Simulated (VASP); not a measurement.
Here is a VASP 6.6.1 calculation.

File INCAR:

```
SYSTEM = Ni
ALGO = Normal
EDIFF = 1E-6
ENCUT = 520
GGA = PE
ISIF = 2
ISMEAR = -1
LASPH = .True.
LCHARG = .False.
LREAL = .False.
LWAVE = .False.
NBANDS = 11
NELM = 80
PREC = Accurate
SIGMA = 0.06122561905347299
```

Contents of KPOINTS:

```
k-points
0
Gamma
  46 46 46
  0 0 0
```

The input POSCAR:

```
Ni
1.0
    2.2773668561      0.0000000000      0.0000000000
    0.0000000000      2.2773668561      0.0000000000
    0.0000000000      0.0000000000      2.2773668561
Ni
1
Direct
    0.0000000000      0.0000000000      0.0000000000
```

Potentials or basis: VASP PAW PBE potentials, release 64 (Ni).

Run with:

```console
$ cat potpaw_PBE.64/Ni/POTCAR > POTCAR
$ mpirun -np 1 vasp_std > vasp.out
```

Question: Estimate the band gap on the k mesh.

Answer: Zero (bands 5 and 6 overlap by 1.40 eV).

Question: What does it give for the pressure?

Answer: 10.3 GPa.

Caveat: the cell stands under pressure; the run has no spin polarisation, though such a crystal can be magnetic. Spin polarisation is off, so any magnetic state and its effect on volume and gap are missing.
